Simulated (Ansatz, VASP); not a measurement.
**Two plane-wave programs on PtS2**

INCAR

```
PREC = Accurate
ENCUT = 520
EDIFF = 1E-6
ISMEAR = -1
SIGMA = 0.05
LREAL = F
LASPH = T
NELM = 60
ALGO = Normal
ISIF = 2
LWAVE = F
LCHARG = F
NBANDS = 18
```

File KPOINTS:

```
Automatic mesh
0
Gamma
  9 9 5
```

POSCAR

```
PtS2
1.0
    3.4953130487      0.0000000000      0.0000000000
   -1.7476565244      3.0270298944      0.0000000000
    0.0000000000      0.0000000000      4.9706997601
Pt S
1 2
Direct
    0.0000000000      0.0000000000      0.0000000000
    0.6666666667      0.3333333333      0.7730000000
    0.3333333333      0.6666666667      0.2270000000
```

File input.yaml:

```yaml
crystal:
  lattice:
    - [3.4953130487, 0.0, 0.0]
    - [-1.7476565244, 3.0270298944, 0.0]
    - [0.0, 0.0, 4.9706997601]
  atoms:
    - { symbol: Pt, position: [0.0, 0.0, 0.0] }
    - { symbol: S, position: [0.6666666667, 0.3333333333, 0.773] }
    - { symbol: S, position: [0.3333333333, 0.6666666667, 0.227] }
hamiltonian:
  xc: lda
  pseudopotentials: { kind: paw }
kpoints:
  mp_grid: { grid: [9, 9, 5] }
scf:
  occupations: { method: fermi_dirac, width: 0.05 }
output:
  forces: true
  stress: true
  eigenvalues: true
```

Alike in both runs: task single point; functional LDA; k mesh 9 × 9 × 5; occupations fermi-dirac, width 0.05 eV; no spin polarisation.

|  | VASP | Ansatz |
| --- | --- | --- |
| version | VASP 6.6.1 | Ansatz 0.2.0 |
| potentials or method | VASP PAW LDA potentials, release 64 (Pt, S) | Ansatz PAW |
| plane-wave cutoff (eV) | 520 | 420 |
| valence electrons in the cell | 22 | 30 |

Ansatz gave:

| Item | Value |
| --- | --- |
| gap on the k mesh at the Fermi level (eV) | 0.94 |
| least direct gap on the mesh (eV) | 1.00 |
| pressure (GPa) | 10.9 |
| traceless stress, the component that is largest in VASP (GPa) | -2.56 |
| rms of the force components (eV/Å) | 0.692 |

Task: Which values does VASP return?

Result: gap on the k mesh at the Fermi level (eV): 0.95; least direct gap on the mesh (eV): 1.01; pressure (GPa): 10.9; traceless stress, the component that is largest in VASP (GPa): -2.53; rms of the force components (eV/Å): 0.691.

LDA's correlation is that of Perdew and Zunger in VASP and of Perdew and Wang (1992) in Ansatz. Atom by atom the forces differ by 0.001 eV/Å (rms over components). VASP's potentials hold 22 valence electrons a cell and Ansatz's 30, so a difference there can come from the potentials and not from the codes.

Spin-orbit coupling is off throughout. Noted on Ansatz's run: odd divisions of the mesh miss points on the zone boundary, where band edges often lie, so the gap on the mesh can be too wide.
